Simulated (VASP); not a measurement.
Here is a VASP 6.6.1 calculation.

Contents of INCAR:

```
SYSTEM = SnH5
PREC = Accurate
ENCUT = 520
EDIFF = 1E-6
ISMEAR = 0
SIGMA = 0.1
LREAL = .FALSE.
LASPH = .TRUE.
NELM = 80
ALGO = Normal
ISIF = 2
LWAVE = .FALSE.
LCHARG = .FALSE.
GGA = PE
NBANDS = 18
```

File KPOINTS:

```
regular mesh
0
G
  12 12 12
  0 0 0
```

The input POSCAR:

```
SnH5
1.0
   -2.3522747065      2.3522747065      2.4134757162
    2.3522747065     -2.3522747065      2.4134757162
    2.3522747065      2.3522747065     -2.4134757162
Sn H
1 5
Direct
    0.5000000000      0.5000000000      0.0000000000
    0.2200675644      0.2200675644      0.4401351288
    0.7799324356      0.7799324356      0.5598648712
    0.2200675644      0.7799324356      0.0000000000
    0.7799324356      0.2200675644      0.0000000000
    0.0000000000      0.0000000000      0.0000000000
```

Potentials or basis: VASP PAW PBE potentials, release 64 (Sn_d, H).

Launch:

```bash
$ cat potpaw_PBE.64/Sn_d/POTCAR potpaw_PBE.64/H/POTCAR > POTCAR
$ mpirun -np 1 vasp_std > vasp.out
```

(1) What does it give for the pressure?

Results:

(1) -0.2 GPa.
